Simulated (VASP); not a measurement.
Input of a VASP 6.6.1 run:

The input INCAR:

```
SYSTEM = SiC3
PREC = Accurate
ENCUT = 520
EDIFF = 1E-6
ISMEAR = 0
SIGMA = 0.1
LREAL = .False.
LASPH = .True.
NELM = 100
ALGO = Normal
ISIF = 2
LWAVE = .False.
LCHARG = .True.
GGA = PE
LELF = .True.
LVHAR = .True.
NBANDS = 16
```

File KPOINTS:

```
Automatic mesh
0
Gamma
  6 6 2
  0 0 0
```

The input POSCAR:

```
SiC3
1.0
    3.4229902508      0.0000000000      0.0000000000
    0.0000000000      3.4229902508      0.0000000000
    0.0000000000      0.0000000000      3.3892708495
Si C
1 3
Direct
    0.0000000000      0.0000000000      0.0000000000
    0.5000000000      0.5000000000      0.2128154857
    0.0000000000      0.0000000000      0.5000000000
    0.5000000000      0.5000000000      0.7871845143
```

Potentials or basis: VASP PAW PBE potentials, release 64 (Si, C).

Run with:

```sh
$ cat potpaw_PBE.64/Si/POTCAR potpaw_PBE.64/C/POTCAR > POTCAR
$ mpirun -np 1 vasp_std > vasp.out
```

What does it give for the largest force?

0.064 eV/Å.

What does it give for the band gap on the k mesh?

Zero (bands 8 and 9 overlap by 3.33 eV).

Forces in eV/Å, atoms in the order of the input:
```
Si   0.000  0.000  0.000
C    0.000  0.000  0.064
C    0.000  0.000  0.000
C    0.000  0.000 -0.064
```

Caveat: the k points lie up to 0.93 Å⁻¹ apart, too coarse for converged energies and pressures of a metal.
